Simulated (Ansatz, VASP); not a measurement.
## Two plane-wave programs on TiB2

The input INCAR:

```
PREC = Accurate
ENCUT = 520
EDIFF = 1E-6
ISMEAR = 0
SIGMA = 0.2
LREAL = F
LASPH = T
NELM = 60
ALGO = Normal
ISIF = 2
LWAVE = F
LCHARG = T
GGA = PE
LELF = T
LVHAR = T
NBANDS = 27
```

File KPOINTS:

```
regular mesh
0
Gamma
  8 6 4
```

The input POSCAR:

```
TiB2
1.0
   -3.0318048489      0.0000000000      0.0000000000
    0.0000000000      0.0000000000     -3.2242294749
    0.0000000000     -5.2512400370      0.0000000000
Ti B
2 4
Direct
    1.0000000000      0.0000000000      1.0000000000
    0.5000000000      0.0000000000      0.5000000000
    0.0000000000      0.5000000000      0.6666666667
    0.5000000000      0.5000000000      0.1666666667
    0.5000000000      0.5000000000      0.8333333333
    0.0000000000      0.5000000000      0.3333333333
```

Input for Ansatz:

```yaml
crystal:
  lattice:
    - [-3.0318048489, 0.0, 0.0]
    - [0.0, 0.0, -3.2242294749]
    - [0.0, -5.251240037, 0.0]
  atoms:
    - { symbol: Ti, position: [1.0, 0.0, 1.0] }
    - { symbol: Ti, position: [0.5, 0.0, 0.5] }
    - { symbol: B, position: [0.0, 0.5, 0.6666666667] }
    - { symbol: B, position: [0.5, 0.5, 0.1666666667] }
    - { symbol: B, position: [0.5, 0.5, 0.8333333333] }
    - { symbol: B, position: [0.0, 0.5, 0.3333333333] }
basis:
  ecutwfc: 420
kpoints:
  mp_grid: { grid: [8, 6, 4] }
hamiltonian:
  xc: pbe
scf:
  occupations: { method: gaussian, width: 0.2 }
  lower_state_search: "off"
output:
  forces: true
  stress: true
  eigenvalues: true
```

Alike in both runs: task single point; functional PBE; k mesh 8 × 6 × 4; occupations gaussian, width 0.2 eV; no spin polarisation.

|  | VASP | Ansatz |
| --- | --- | --- |
| version | VASP 6.6.1 | Ansatz 0.2.0 |
| potentials or method | VASP PAW PBE potentials, release 64 (Ti_sv, B), cutoff 520 eV | scalar-relativistic, plane waves, PAW |
| valence electrons in the cell | 36 | 36 |

VASP gave:

| Quantity | Value |
| --- | --- |
| gap on the k mesh at the Fermi level (eV) | none |
| pressure (GPa) | 0.3 |
| traceless stress, the component that is largest in VASP (GPa) | -0.45 |

Problem. Estimate Ansatz's values.

Solution. gap on the k mesh at the Fermi level (eV): none; pressure (GPa): 0.1; traceless stress, the component that is largest in VASP (GPa): -0.45.

A gap of «none» marks a metal or a gap that the smearing closes. The functional is the same, so the differences come from potentials, cutoffs and numerics.
